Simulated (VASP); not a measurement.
# WSe2 (P6_3/mmc) in VASP: further runs, part 2 of 2

VASP 6.6.1. The steps go on from the part before.

## (3) Vibrations by perturbation theory, LDA (19.25 Å³/atom)

This run uses another cell than the first one, of 19.25 Å³/atom.

Input file INCAR:

```
  ALGO = Normal
  EDIFF = 1E-8
  ENCUT = 520
  IBRION = 8
  ISIF = 2
  ISMEAR = 0
  LASPH = True
  LCHARG = True
  LREAL = False
  LWAVE = False
  NELM = 60
  NSW = 1
  PREC = Accurate
  SIGMA = 0.01
```

Input file KPOINTS:

```
k-points
0
Gamma
  6 6 2
```

Input file POSCAR:

```
WSe2
1.0
    3.2334383420      0.0000000000      0.0000000000
   -1.6167191710      2.8002397457      0.0000000000
    0.0000000000      0.0000000000     12.7574393348
W Se
2 4
Direct
    0.3333333333      0.6666666667      0.2500000000
    0.6666666667      0.3333333333      0.7500000000
    0.3333333333      0.6666666667      0.6189142973
    0.6666666667      0.3333333333      0.1189142973
    0.3333333333      0.6666666667      0.8810857027
    0.6666666667      0.3333333333      0.3810857027
```

Potentials or basis: VASP PAW LDA potentials, release 64 (W_sv, Se).

Launch:

```console
cat potpaw_LDA.64/W_sv/POTCAR potpaw_LDA.64/Se/POTCAR > POTCAR
mpirun -np 1 vasp_std > vasp.out
```

OUTCAR:

```text
EDIFF = 1E-8
   ENCUT = 520
   IBRION = 8
   ISIF = 2
   ISMEAR = 0
   LASPH = True
   LREAL = False
   NELM = 60
   NSW = 1
   PREC = Accurate

 ion  position               nearest neighbor table
   1  0.333  0.667  0.250-   4 2.51   6 2.51   4 2.51   6 2.51   4 2.51   6 2.51
   2  0.667  0.333  0.750-   3 2.51   5 2.51   3 2.51   5 2.51   3 2.51   5 2.51
   3  0.333  0.667  0.619-   2 2.51   2 2.51   2 2.51
   4  0.667  0.333  0.119-   1 2.51   1 2.51   1 2.51
   5  0.333  0.667  0.881-   2 2.51   2 2.51   2 2.51
   6  0.667  0.333  0.381-   1 2.51   1 2.51   1 2.51

  LATTYP: Found a hexagonal cell.
 ALAT       =     3.2334383420
 C/A-ratio  =     3.9454716576

  Lattice vectors:

 A1 = (   3.2334383420,   0.0000000000,   0.0000000000)
 A2 = (  -1.6167191710,   2.8002397457,   0.0000000000)
 A3 = (   0.0000000000,   0.0000000000,  12.7574393348)

Analysis of symmetry for initial positions (statically):
=====================================================================
 Subroutine PRICEL returns:
 Original cell was already a primitive cell.

 Routine SETGRP: Setting up the symmetry group for a
 hexagonal supercell.

 Subroutine GETGRP returns: Found 24 space group operations
 (whereof 12 operations were pure point group operations)
 out of a pool of 24 trial point group operations.

The static configuration has the point symmetry D_3d.
 The point group associated with its full space group is D_6h.

Analysis of symmetry for dynamics (positions and initial velocities):
=====================================================================
 Subroutine PRICEL returns:
 Original cell was already a primitive cell.

 Routine SETGRP: Setting up the symmetry group for a
 hexagonal supercell.

 Subroutine GETGRP returns: Found 24 space group operations
[... 673 lines left out ...]

------------------------ aborting loop because EDIFF is reached ----------------------------------------

[... ionic steps 11 to 11 ...]

--------------------------------------- Ionic step       12  -------------------------------------------

 Free energy of the ion-electron system (eV)
  ---------------------------------------------------
  ---------------------------------------------------
  free energy    TOTEN  =        -0.12340499 eV

  energy without entropy =       -0.12340499

------------------------ aborting loop because EDIFF is reached ----------------------------------------

 INTERNAL STRAIN TENSOR  FOR ION    3  DIRECTION 3   (eV/Angst):
 -----------------------------------------------------------------------------
    11.46994  0.00000  0.00000
    -0.00000 11.46994 -0.00000
    -0.00000  0.00000 29.23077

 INTERNAL STRAIN TENSOR FOR ION    6 for displacements in x,y,z  (eV/Angst):
          X           Y           Z          XY          YZ          ZX
  --------------------------------------------------------------------------------
  x     0.00000     0.00000     0.00000     3.95671     0.00000   -13.70241
  y     3.95671    -3.95671    -0.00000     0.00000   -14.62339     0.00000
  z   -11.46994   -11.46994   -29.23077     0.00000     0.00000     0.00000

 SECOND DERIVATIVES (NOT SYMMETRIZED)
 ------------------------------------
               1X          1Y          1Z          2X          2Y          2Z          3X          3Y          3Z          4X          4Y          4Z          5X          5Y          5Z          6X          6Y          6Z
  1X   -19.673065    0.000000    0.000000    0.094357    0.000000    0.000000    0.059223    0.000000    0.000000    9.730131   -0.000000    0.000000    0.059223    0.000000    0.000000    9.730131   -0.000000    0.000000
  1Y     0.000000  -19.673065   -0.000000    0.000000    0.094357   -0.000000    0.000000    0.059223    0.000000    0.000000    9.730131   -0.000000    0.000000    0.059223   -0.000000    0.000000    9.730131    0.000000
  1Z     0.000000   -0.000000  -30.411175    0.000000    0.000000    0.260902    0.000000   -0.000000   -0.053952    0.000000    0.000000   15.129088    0.000000   -0.000000   -0.053952    0.000000   -0.000000   15.129088
  2X     0.094357    0.000000    0.000000  -19.673065    0.000000    0.000000    9.730131   -0.000000    0.000000    0.059223    0.000000    0.000000    9.730131   -0.000000    0.000000    0.059223    0.000000    0.000000
  2Y     0.000000    0.094357   -0.000000    0.000000  -19.673065   -0.000000    0.000000    9.730131    0.000000    0.000000    0.059223   -0.000000    0.000000    9.730131   -0.000000    0.000000    0.059223    0.000000
  2Z     0.000000    0.000000    0.260902    0.000000   -0.000000  -30.411175    0.000000   -0.000000   15.129088    0.000000   -0.000000   -0.053952    0.000000    0.000000   15.129088    0.000000   -0.000000   -0.053952
  3X     0.056421   -0.000000    0.000000    9.721667    0.000000    0.000000   -9.485666    0.000000    0.000000   -0.027191    0.000000    0.000000   -0.354551    0.000000    0.000000    0.089319    0.000000    0.000000
  3Y     0.000000    0.056421    0.000000    0.000000    9.721667   -0.000000    0.000000   -9.485666   -0.000000    0.000000   -0.027191    0.000000    0.000000   -0.354551   -0.000000    0.000000    0.089319   -0.000000
  3Z     0.000000   -0.000000    0.029641   -0.000000    0.000000   15.044719    0.000000    0.000000  -17.133991   -0.000000    0.000000    0.085333    0.000000   -0.000000    1.648970   -0.000000    0.000000    0.325328
  4X     9.721667    0.000000    0.000000    0.056421    0.000000    0.000000   -0.027191   -0.000000    0.000000   -9.485666    0.000000    0.000000    0.089319    0.000000    0.000000   -0.354551    0.000000   -0.000000
  4Y     0.000000    9.721667   -0.000000    0.000000    0.056421   -0.000000    0.000000   -0.027191   -0.000000    0.000000   -9.485666    0.000000    0.000000    0.089319    0.000000   -0.000000   -0.354551    0.000000
  4Z     0.000000    0.000000   15.044719    0.000000    0.000000    0.029641    0.000000    0.000000    0.085333   -0.000000    0.000000  -17.133991    0.000000    0.000000    0.325328    0.000000    0.000000    1.648970
  5X     0.056421    0.000000    0.000000    9.721667    0.000000    0.000000   -0.354551    0.000000   -0.000000    0.089319    0.000000    0.000000   -9.485666    0.000000    0.000000   -0.027191   -0.000000    0.000000
  5Y     0.000000    0.056421   -0.000000    0.000000    9.721667   -0.000000   -0.000000   -0.354551    0.000000    0.000000    0.089319    0.000000    0.000000   -9.485666    0.000000    0.000000   -0.027191   -0.000000
  5Z     0.000000    0.000000    0.029641    0.000000    0.000000   15.044719    0.000000    0.000000    1.648970    0.000000    0.000000    0.325328   -0.000000    0.000000  -17.133991    0.000000    0.000000    0.085333
  6X     9.721667    0.000000    0.000000    0.056421   -0.000000    0.000000    0.089319    0.000000    0.000000   -0.354551    0.000000    0.000000   -0.027191    0.000000    0.000000   -9.485666    0.000000    0.000000
  6Y     0.000000    9.721667   -0.000000    0.000000    0.056421    0.000000    0.000000    0.089319   -0.000000    0.000000   -0.354551   -0.000000    0.000000   -0.027191    0.000000    0.000000   -9.485666   -0.000000
  6Z    -0.000000    0.000000   15.044719    0.000000   -0.000000    0.029641   -0.000000    0.000000    0.325328    0.000000   -0.000000    1.648970   -0.000000    0.000000    0.085333    0.000000    0.000000  -17.133991

 Eigenvectors and eigenvalues of the dynamical matrix
 ----------------------------------------------------

   1 f  =    9.407768 THz    59.110748 2PiTHz  313.809354 cm-1    38.907384 meV
             X         Y         Z           dx          dy          dz
     -0.000000  1.866826  3.189360     0.000000    0.000000   -0.475178
      1.616719  0.933413  9.568080    -0.000000   -0.000000    0.475178
     -0.000000  1.866826  7.895762     0.000000    0.000000   -0.370274
      1.616719  0.933413  1.517042    -0.000000   -0.000000    0.370274
     -0.000000  1.866826 11.240397    -0.000000   -0.000000   -0.370274
      1.616719  0.933413  4.861678    -0.000000   -0.000000    0.370274
[... 145 lines left out ...]
  18 f/i=    0.002154 THz     0.013532 2PiTHz    0.071841 cm-1     0.008907 meV
             X         Y         Z           dx          dy          dz
     -0.000000  1.866826  3.189360    -0.438746    0.276273   -0.000000
      1.616719  0.933413  9.568080    -0.438746    0.276273   -0.000000
     -0.000000  1.866826  7.895762    -0.287697    0.181159   -0.000000
      1.616719  0.933413  1.517042    -0.287697    0.181159   -0.000000
     -0.000000  1.866826 11.240397    -0.287697    0.181159   -0.000000
      1.616719  0.933413  4.861678    -0.287697    0.181159   -0.000000

--------------------------------------------------------------------------------------------------------

 ELASTIC MODULI CONTR FROM IONIC RELAXATION (kBar)
 Direction    XX          YY          ZZ          XY          YZ          ZX
 --------------------------------------------------------------------------------
 XX        -478.4087   -288.9913   -977.8467      0.0000     -0.0000     -0.0000
 YY        -288.9913   -478.4087   -977.8467     -0.0000      0.0000      0.0000
 ZZ        -977.8467   -977.8467  -2492.0098      0.0000     -0.0000     -0.0000
 XY           0.0000     -0.0000      0.0000    -94.7087     -0.0000      0.0000
 YZ          -0.0000      0.0000     -0.0000     -0.0000  -1282.9607     -0.0000
 ZX          -0.0000      0.0000     -0.0000     -0.0000     -0.0000  -1126.4476
 --------------------------------------------------------------------------------
```

OSZICAR:

```text
N       E                     dE             d eps       ncg     rms          rms(c)
DAV:   1     0.512244058850E+03    0.51224E+03   -0.28374E+04   972   0.165E+03
DAV:   2    -0.155129328047E+02   -0.52776E+03   -0.51726E+03  1038   0.435E+02
DAV:   3    -0.494489745773E+02   -0.33936E+02   -0.33061E+02  1077   0.974E+01
[... 123 lines left out ...]
RMM:  20    -0.123404988021E+00   -0.14443E-08   -0.79751E-07  1191   0.520E-05    0.701E-07
RMM:  21    -0.123404986934E+00    0.10871E-08   -0.78432E-07  1188   0.520E-05    0.595E-07
RMM:  22    -0.123404987425E+00   -0.49098E-09   -0.90490E-07  1184   0.520E-05    0.660E-07
RMM:  23    -0.123404986604E+00    0.82130E-09   -0.76941E-07  1193   0.520E-05    0.554E-07
RMM:  24    -0.123404987634E+00   -0.10303E-08   -0.89325E-07  1186   0.520E-05    0.623E-07
 Linear response finished
```

It took 30 min on 1 thread of Intel Xeon 8259CL, shared host; peak memory 0.52 GiB.

What came out:

```yaml
Highest_phonon_frequency_at_Γ_LO-TO_splitting_left_out: 314 cm⁻¹
```

Phonon frequencies in cm⁻¹ (negative: imaginary):
| q point | frequencies |
| --- | --- |
| (0.000, 0.000, 0.000) | 0 0 0 27 27 40 176 176 178 178 250 250 250 250 253 256 311 314 |

Caveat: the k points lie up to 0.37 Å⁻¹ apart; the cell stands under pressure or tension, which shifts response properties; spin-orbit coupling is left out, which moves the levels of the heavy elements.

## (4) Vibrations by perturbation theory, LDA

Input file INCAR:

```
PREC = Accurate
ENCUT = 520
EDIFF = 1E-8
ISMEAR = 0
SIGMA = 0.01
LREAL = False
LASPH = True
NELM = 60
ALGO = Normal
ISIF = 2
LWAVE = False
LCHARG = False
IBRION = 8
NSW = 1
```

Input file KPOINTS:

```
Automatic mesh
0
Gamma
  6 6 2
```

Input file POSCAR:

```
WSe2
1.0
    3.2497691157      0.0000000000      0.0000000000
   -1.6248845578      2.8143826106      0.0000000000
    0.0000000000      0.0000000000     12.8218719395
W Se
2 4
Direct
    0.3333333333      0.6666666667      0.2500000000
    0.6666666667      0.3333333333      0.7500000000
    0.3333333333      0.6666666667      0.6199982483
    0.6666666667      0.3333333333      0.1199982483
    0.3333333333      0.6666666667      0.8800017517
    0.6666666667      0.3333333333      0.3800017517
```

Potentials or basis: VASP PAW LDA potentials, release 64 (W_sv, Se).

Launch:

```console
cat potpaw_LDA.64/W_sv/POTCAR potpaw_LDA.64/Se/POTCAR > POTCAR
mpirun -np 1 vasp_std > vasp.out
```

OUTCAR:

```text
PREC = Accurate
   ENCUT = 520
   EDIFF = 1E-8
   ISMEAR = 0
   LREAL = False
   LASPH = True
   NELM = 60
   ISIF = 2
   IBRION = 8
   NSW = 1

 ion  position               nearest neighbor table
   1  0.333  0.667  0.250-   4 2.51   6 2.51   4 2.51   6 2.51   4 2.51   6 2.51
   2  0.667  0.333  0.750-   3 2.51   5 2.51   3 2.51   5 2.51   3 2.51   5 2.51
   3  0.333  0.667  0.620-   2 2.51   2 2.51   2 2.51
   4  0.667  0.333  0.120-   1 2.51   1 2.51   1 2.51
   5  0.333  0.667  0.880-   2 2.51   2 2.51   2 2.51
[... 761 lines left out ...]
 ----------------------------------------------------

   1 f  =    9.351387 THz    58.756497 2PiTHz  311.928691 cm-1    38.674211 meV
             X         Y         Z           dx          dy          dz
     -0.000000  1.876255  3.205468     0.000000    0.000000   -0.475986
      1.624885  0.938128  9.616404     0.000000   -0.000000    0.475986
     -0.000000  1.876255  7.949538    -0.000000    0.000000   -0.369755
      1.624885  0.938128  1.538602    -0.000000   -0.000000    0.369755
     -0.000000  1.876255 11.283270    -0.000000    0.000000   -0.369755
      1.624885  0.938128  4.872334    -0.000000   -0.000000    0.369755
[... 145 lines left out ...]
  18 f/i=    0.001117 THz     0.007021 2PiTHz    0.037272 cm-1     0.004621 meV
             X         Y         Z           dx          dy          dz
     -0.000000  1.876255  3.205468    -0.000000    0.000000   -0.518679
      1.624885  0.938128  9.616404    -0.000000    0.000000   -0.518679
     -0.000000  1.876255  7.949538    -0.000000    0.000000   -0.339833
      1.624885  0.938128  1.538602    -0.000000    0.000000   -0.339833
     -0.000000  1.876255 11.283270    -0.000000    0.000000   -0.339833
      1.624885  0.938128  4.872334    -0.000000    0.000000   -0.339833

--------------------------------------------------------------------------------------------------------

 ELASTIC MODULI CONTR FROM IONIC RELAXATION (kBar)
 Direction    XX          YY          ZZ          XY          YZ          ZX
 --------------------------------------------------------------------------------
 XX        -466.9198   -283.7997   -963.9925     -0.0000      0.0000      0.0000
 YY        -283.7997   -466.9198   -963.9925     -0.0000     -0.0000     -0.0000
 ZZ        -963.9925   -963.9925  -2475.7090     -0.0000     -0.0000      0.0000
 XY          -0.0000     -0.0000     -0.0000    -91.5600     -0.0000      0.0000
 YZ          -0.0000      0.0000     -0.0000     -0.0000  -1262.4456     -0.0000
 ZX           0.0000     -0.0000      0.0000      0.0000     -0.0000  -1107.1766
 --------------------------------------------------------------------------------
```

stdout:

```text
POSCAR found type information on POSCAR W Se
 POSCAR found :  2 types and       6 ions
 scaLAPACK will be used
 LDA part: xc-table for (Slater(with rela. corr.)+CA(PZ))
 , standard interpolation
 POSCAR, INCAR and KPOINTS ok, starting setup
 FFT: planning ... GRIDC
 FFT: planning ... GRID_SOFT
 FFT: planning ... GRID
 WAVECAR not read
 entering main loop
 Linear response reoptimize wavefunctions to high precision
 Linear response DOF=           4
 Linear response progress:
 first order change of Fermi-energy  -0.54024E-04
 force on displaced ion       1 direction 1 : -19.489   0.013   0.000
 Linear response progress:
 first order change of Fermi-energy  -0.55320E+00
 force on displaced ion       1 direction 3 :  -0.000  -0.000 -30.073
 Linear response progress:
 first order change of Fermi-energy   0.19534E-04
 force on displaced ion       3 direction 1 :  -9.411  -0.000  -0.001
 Linear response progress:
 first order change of Fermi-energy   0.26786E+00
 force on displaced ion       3 direction 3 :  -0.000   0.000 -16.960
 Linear response finished
```

It took 11 min on 1 thread of Intel Xeon Platinum 8488C (Sapphire Rapids), shared host; peak memory 0.51 GiB.

What came out:

```
Highest phonon frequency at Γ, LO-TO splitting left out : 312 cm⁻¹
```

Phonon frequencies in cm⁻¹ (negative: imaginary):
| q point | frequencies |
| --- | --- |
| (0.000, 0.000, 0.000) | 0 0 0 25 25 37 176 176 178 178 249 249 249 249 252 255 309 312 |

Caveat: the k points lie up to 0.37 Å⁻¹ apart; spin-orbit coupling is left out, which moves the levels of the heavy elements.
